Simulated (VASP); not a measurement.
# Sn3PbSe4 (Pmmm) in VASP: single point with PBE

Aim: the single point of Sn3PbSe4 with PBE.

All numbers are computed with VASP 6.6.1; they aren't measurements. Logs are shortened: lines on timing, memory, paths and dates and some standing lists are left out, and cuts for length are marked.

**1. The cell of the first run**

The structure is orthorhombic, space group Pmmm (No. 47). The conventional cell has a = 4.321 Å, b = 6.111 Å, c = 8.643 Å, α = 90.00°, β = 90.00°, γ = 90.00°. Within 4.0 Å of Sn (site symmetry mm2) lie 6 Se at 3.06 Å. Sn (site symmetry mmm) has 6 Se at 3.06 Å within 4.0 Å. Within 4.0 Å of Pb (site symmetry mmm) lie 6 Se at 3.06 Å. Within 4.0 Å of Se (site symmetry mm2) lie 4 Sn at 3.06 Å and 2 Pb at 3.06 Å. Se (site symmetry mmm) has 6 Sn at 3.06 Å within 4.0 Å. Within 4.0 Å of Se (site symmetry mmm) lie 2 Pb at 3.06 Å and 4 Sn at 3.06 Å.

**2. Single point, PBE**

Contents of INCAR:

```
SYSTEM = Sn3PbSe4
ALGO = Normal ; EDIFF = 1E-7
ENCUT = 520 ; GGA = PE
ISIF = 2 ; ISMEAR = 0
LASPH = .True. ; LCHARG = .False.
LREAL = .False. ; LWAVE = .False.
NBANDS = 50 ; NELM = 60
PREC = Accurate ; SIGMA = 0.1
```

Contents of KPOINTS:

```
k-points
0
Gamma
  4 4 2
  0 0 0
```

Contents of POSCAR:

```
Sn3PbSe4
1.0
    4.3212560100      0.0000000000      0.0000000000
    0.0000000000      6.1111788500      0.0000000000
    0.0000000000      0.0000000000      8.6425120200
Sn Pb Se
3 1 4
Direct
    0.0000000000      0.0000000000      0.7500000000
    0.5000000000      0.5000000000      0.0000000000
    0.0000000000      0.0000000000      0.2500000000
    0.5000000000      0.5000000000      0.5000000000
    0.0000000000      0.5000000000      0.7500000000
    0.5000000000      0.0000000000      0.0000000000
    0.0000000000      0.5000000000      0.2500000000
    0.5000000000      0.0000000000      0.5000000000
```

Potentials or basis: VASP PAW PBE potentials, release 64 (Sn_d, Pb_d, Se).

Run with:

```bash
$ cat potpaw_PBE.64/Sn_d/POTCAR potpaw_PBE.64/Pb_d/POTCAR potpaw_PBE.64/Se/POTCAR > POTCAR
$ mpirun -np 1 vasp_std > vasp.out
```

OUTCAR:

```text
SYSTEM = Sn3PbSe4
   EDIFF = 1E-7
   ENCUT = 520
   GGA = PE
   ISIF = 2
   ISMEAR = 0
   LASPH = .True.
   LREAL = .False.
   NELM = 60
   PREC = Accurate

 ion  position               nearest neighbor table
   1  0.000  0.000  0.750-   5 3.06   5 3.06   8 3.06   6 3.06   6 3.06   8 3.06
   2  0.500  0.500  0.000-   6 3.06   6 3.06   7 3.06   5 3.06   5 3.06   7 3.06
   3  0.000  0.000  0.250-   7 3.06   7 3.06   8 3.06   6 3.06   6 3.06   8 3.06
   4  0.500  0.500  0.500-   8 3.06   8 3.06   5 3.06   7 3.06   5 3.06   7 3.06
   5  0.000  0.500  0.750-   1 3.06   1 3.06   4 3.06   2 3.06   2 3.06   4 3.06
   6  0.500  0.000  0.000-   2 3.06   2 3.06   3 3.06   1 3.06   1 3.06   3 3.06
   7  0.000  0.500  0.250-   3 3.06   3 3.06   4 3.06   2 3.06   2 3.06   4 3.06
   8  0.500  0.000  0.500-   4 3.06   4 3.06   1 3.06   3 3.06   1 3.06   3 3.06

  LATTYP: Found a simple orthorhombic cell.
 ALAT       =     4.3212560100
 B/A-ratio  =     1.4142135610
 C/A-ratio  =     2.0000000000

  Lattice vectors:

 A1 = (   4.3212560100,   0.0000000000,   0.0000000000)
 A2 = (   0.0000000000,   6.1111788500,   0.0000000000)
 A3 = (   0.0000000000,   0.0000000000,   8.6425120200)

Analysis of symmetry for initial positions (statically):
=====================================================================
 Subroutine PRICEL returns:
 Original cell was already a primitive cell.

 Routine SETGRP: Setting up the symmetry group for a
 simple orthorhombic supercell.

 Subroutine GETGRP returns: Found  8 space group operations
 (whereof  8 operations were pure point group operations)
 out of a pool of  8 trial point group operations.

The static configuration has the point symmetry D_2h.

Analysis of symmetry for dynamics (positions and initial velocities):
=====================================================================
 Subroutine PRICEL returns:
 Original cell was already a primitive cell.

 Routine SETGRP: Setting up the symmetry group for a
 simple orthorhombic supercell.

 Subroutine GETGRP returns: Found  8 space group operations
 (whereof  8 operations were pure point group operations)
 out of a pool of  8 trial point group operations.

The dynamic configuration has the point symmetry D_2h.

 Subroutine INISYM returns: Found  8 space group operations
 (whereof  8 operations are pure point group operations),
 and found     1 'primitive' translations

----------------------------------------------------------------------------------------

                                     Primitive cell

  volume of cell :     228.2312

  direct lattice vectors                    reciprocal lattice vectors
     4.321256010  0.000000000  0.000000000     0.231414199  0.000000000  0.000000000
     0.000000000  6.111178850  0.000000000     0.000000000  0.163634550  0.000000000
     0.000000000  0.000000000  8.642512020     0.000000000  0.000000000  0.115707100

  length of vectors
     4.321256010  6.111178850  8.642512020     0.231414199  0.163634550  0.115707100

  position of ions in fractional coordinates (direct lattice)
     0.000000000  0.000000000  0.750000000
     0.500000000  0.500000000  0.000000000
     0.000000000  0.000000000  0.250000000
     0.500000000  0.500000000  0.500000000
     0.000000000  0.500000000  0.750000000
     0.500000000  0.000000000  0.000000000
     0.000000000  0.500000000  0.250000000
     0.500000000  0.000000000  0.500000000

  ion indices of the primitive-cell ions
   primitive index   ion index
                 1           1
                 2           2
                 3           3
                 4           4
                 5           5
                 6           6
                 7           7
                 8           8

----------------------------------------------------------------------------------------

 KPOINTS: k-points

Automatic generation of k-mesh.
 Grid dimensions read from file:
 generate k-points for:    4    4    2

 Generating k-lattice:

  Cartesian coordinates                     Fractional coordinates (reciprocal lattice)
     0.057853550  0.000000000  0.000000000     0.250000000  0.000000000  0.000000000
     0.000000000  0.040908637  0.000000000     0.000000000  0.250000000  0.000000000
     0.000000000  0.000000000  0.057853550     0.000000000  0.000000000  0.500000000

  Length of vectors
     0.057853550  0.040908637  0.057853550

  Shift w.r.t. Gamma in fractional coordinates (k-lattice)
     0.000000000  0.000000000  0.000000000

 Subroutine IBZKPT returns following result:
 ===========================================

 Found     18 irreducible k-points:

 Following reciprocal coordinates:
            Coordinates               Weight
  0.000000  0.000000  0.000000      1.000000
  0.250000  0.000000  0.000000      2.000000
  0.500000  0.000000  0.000000      1.000000
  0.000000  0.250000  0.000000      2.000000
  0.250000  0.250000  0.000000      4.000000
  0.500000  0.250000  0.000000      2.000000
[... 10 lines left out ...]
  0.250000  0.500000  0.500000      2.000000
  0.500000  0.500000  0.500000      1.000000
   k-points           NKPTS =     18   k-points in BZ     NKDIM =     18   number of bands    NBANDS=     50
   number of dos      NEDOS =    301   number of ions     NIONS =      8
   total plane-waves  NPLWV =  98304
   dimension x,y,z NGX =    32 NGY =   48 NGZ =   64
   dimension x,y,z NGXF=    64 NGYF=   96 NGZF=  128
   ions per type =               3   1   4
   NGX,Y,Z   is equivalent  to a cutoff of  12.31, 13.06, 12.31 a.u.
   NGXF,Y,Z  is equivalent  to a cutoff of  24.62, 26.12, 24.62 a.u.
 SYSTEM =  Sn3PbSe4
   PREC   = accura    normal or accurate (medium, high low for compatibility)
   ISTART =      0    job   : 0-new  1-cont  2-samecut
   ICHARG =      2    charge: 1-file 2-atom 10-const
   ISPIN  =      1    spin polarized calculation?
   LNONCOLLINEAR =      F non collinear calculations
   LSORBIT =      F    spin-orbit coupling
   LASPH  =      T    aspherical Exc in radial PAW
   ENCUT  =  520.0 eV  38.22 Ry    6.18 a.u.   8.03 11.36 16.07*2*pi/ulx,y,z
   NELM   =     60;   NELMIN=  2; NELMDL= -5     # of ELM steps
   EDIFF  = 0.1E-06   stopping-criterion for ELM
   LREAL  =      F    real-space projection
   EDIFFG = 0.1E-05   stopping-criterion for IOM
   NSW    =      0    number of steps for IOM
   IBRION =     -1    ionic relax: 0-MD 1-quasi-New 2-CG
   NFREE  =      0    steps in history (QN), initial steepest desc. (CG)
   ISIF   =      2    stress and relaxation
   ISYM   =      2    0-nonsym 1-usesym 2-fastsym
   POTIM  = 0.5000    time-step for ionic-motion
   TEBEG  =    0.0;   TEEND  =   0.0 temperature during run
   PSTRESS=    0.0 pullay stress
   NELECT =      80.0000    total number of electrons
   NUPDOWN=      -1.0000    fix difference up-down
   EMIN   =  10.00;   EMAX   =-10.00  energy-range for DOS
   EFERMI =   0.00;   METHOD = LEGACY
   ISMEAR =     0;   SIGMA  =   0.10  broadening in eV -4-tet -1-fermi 0-gaus
   EFERMI_NEDOS =   21; number of points for ismear=-14 and -15
   IALGO  =     38    algorithm
   IMIX   =      4    mixing-type and parameters
     AMIX     =   0.40;   BMIX     =  1.00
     AMIX_MAG =   1.60;   BMIX_MAG =  1.00
  volume/ion in A,a.u.               =      28.53       192.52
  Fermi-wavevector in a.u.,A,eV,Ry     =   1.154285  2.181283 18.128056  1.332375
  Thomas-Fermi vector in A             =   2.290923
   LORBIT       =      0    0 simple, 1 ext, 2 COOP (PROOUT), +10 PAW based schemes
   GGA     = PE    functional components
   LHFCALC =     F    Hartree Fock is set to
   AEXX    =    0.0000 exact exchange contribution
   IVDW    =     0    specifies the selected vdW correction
   LEPSILON=     F    determine dielectric tensor
   LRPA    =     F    only Hartree local field effects (RPA)
 non-spin polarized calculation
 Gauss-broadening in eV      SIGMA  =   0.10
  energy-cutoff  :      520.00
  volume of cell :      228.23
 maximum number of plane-waves:      6220
   NGX = 17   NGY = 23   NGZ = 33

 number of electron      80.0000031 magnetization

 Free energy of the ion-electron system (eV)
  ---------------------------------------------------
  ext. energy  EPLUGINS =         0.00000000
  ---------------------------------------------------
  free energy    TOTEN  =       -32.78485195 eV

  energy without entropy =      -32.77708147  energy(sigma->0) =      -32.78096671

 E-fermi :   5.2511     XC(G=0):  -9.4441

 val. band max:        5.1991946698   @ k =   0.0000   0.5000   0.0000
 cond. band min:       5.2684994250   @ k =   0.0000   0.5000   0.0000
 fundamental gap:      0.0693047552
 Fermi energy:         5.2511285255

 k-point     1 :       0.0000    0.0000    0.0000
  band No.  band energies     occupation
      1     -16.5075      2.00000
      2     -16.4998      2.00000
      3     -16.4970      2.00000
      4     -16.4940      2.00000
      5     -16.4917      2.00000
      6     -16.4916      2.00000
[... 42 lines left out ...]
     49       9.3843      0.00000
     50       9.4497      0.00000

 k-point     2 :       0.2500    0.0000    0.0000
  band No.  band energies     occupation
      1     -16.5050      2.00000
      2     -16.5006      2.00000
      3     -16.4997      2.00000
      4     -16.4942      2.00000
      5     -16.4932      2.00000
      6     -16.4921      2.00000
[... 42 lines left out ...]
     49       9.0544      0.00000
     50       9.4889      0.00000

 k-point     3 :       0.5000    0.0000    0.0000
  band No.  band energies     occupation
      1     -16.5094      2.00000
      2     -16.5025      2.00000
      3     -16.4998      2.00000
      4     -16.4954      2.00000
      5     -16.4952      2.00000
      6     -16.4940      2.00000
[... 784 lines left out ...]
     49       9.2783      0.00000
     50       9.3607      0.00000

 k-point    18 :       0.5000    0.5000    0.5000
  band No.  band energies     occupation
      1     -16.5011      2.00000
      2     -16.4999      2.00000
      3     -16.4974      2.00000
      4     -16.4945      2.00000
      5     -16.4940      2.00000
      6     -16.4927      2.00000
[... 42 lines left out ...]
     49       8.8785      0.00000
     50       8.9372      0.00000

------------------------ aborting loop because EDIFF is reached ----------------------------------------

  FORCE on cell =-STRESS in cart. coord.  units (eV):
  Direction    XX          YY          ZZ          XY          YZ          ZX
  --------------------------------------------------------------------------------------
  -------------------------------------------------------------------------------------
  Total       -0.8042002     -0.9265694     -0.8370946      0.0000000      0.0000000      0.0000000
  in kB       -5.6454659     -6.5044948     -5.8763840      0.0000000      0.0000000      0.0000000
  external PRESSURE =      -6.0087816 kB  Pullay stress =       0.0000000 kB

 VOLUME and BASIS-vectors are now :
 -----------------------------------------------------------------------------
  energy-cutoff  :      520.00
  volume of cell :      228.23
      direct lattice vectors                 reciprocal lattice vectors
     4.321256010  0.000000000  0.000000000     0.231414199  0.000000000  0.000000000
     0.000000000  6.111178850  0.000000000     0.000000000  0.163634550  0.000000000
     0.000000000  0.000000000  8.642512020     0.000000000  0.000000000  0.115707100

 POSITION                                       TOTAL-FORCE (eV/Angst)
 -----------------------------------------------------------------------------------
      0.00000      0.00000      6.48188         0.000000      0.000000      0.009526
      2.16063      3.05559      0.00000         0.000000      0.000000      0.000000
      0.00000      0.00000      2.16063         0.000000      0.000000     -0.009526
      2.16063      3.05559      4.32126         0.000000      0.000000      0.000000
      0.00000      3.05559      6.48188         0.000000      0.000000      0.285313
      2.16063      0.00000      0.00000         0.000000      0.000000      0.000000
      0.00000      3.05559      2.16063         0.000000      0.000000     -0.285313
      2.16063      0.00000      4.32126         0.000000      0.000000      0.000000
 -----------------------------------------------------------------------------------
    total drift:                                0.000000     -0.000000     -0.000000

  FREE ENERGIE OF THE ION-ELECTRON SYSTEM (eV)
  ---------------------------------------------------
  free  energy   TOTEN  =       -32.7848519507 eV

  energy  without entropy=      -32.7770814671  energy(sigma->0) =      -32.78096671
```

Wall time 6.2 min (1 thread of Intel Xeon 8259CL, shared host); peak memory 0.42 GiB.

Results:

| Item | Value |
| --- | --- |
| Free energy | -32.7849 eV |
| Pressure | -0.6 GPa |
| Largest force | 0.285 eV/Å |
| Band gap on the k mesh | 0.07 eV |

Forces on the atoms (eV/Å):
```
Sn   0.000  0.000  0.010
Sn   0.000  0.000  0.000
Sn   0.000  0.000 -0.010
Pb   0.000  0.000  0.000
Se   0.000  0.000  0.285
Se   0.000  0.000  0.000
Se   0.000  0.000 -0.285
Se   0.000  0.000  0.000
```

Caveat: spin-orbit coupling is left out, which moves the levels of the heavy elements. A k mesh can miss the band edges.
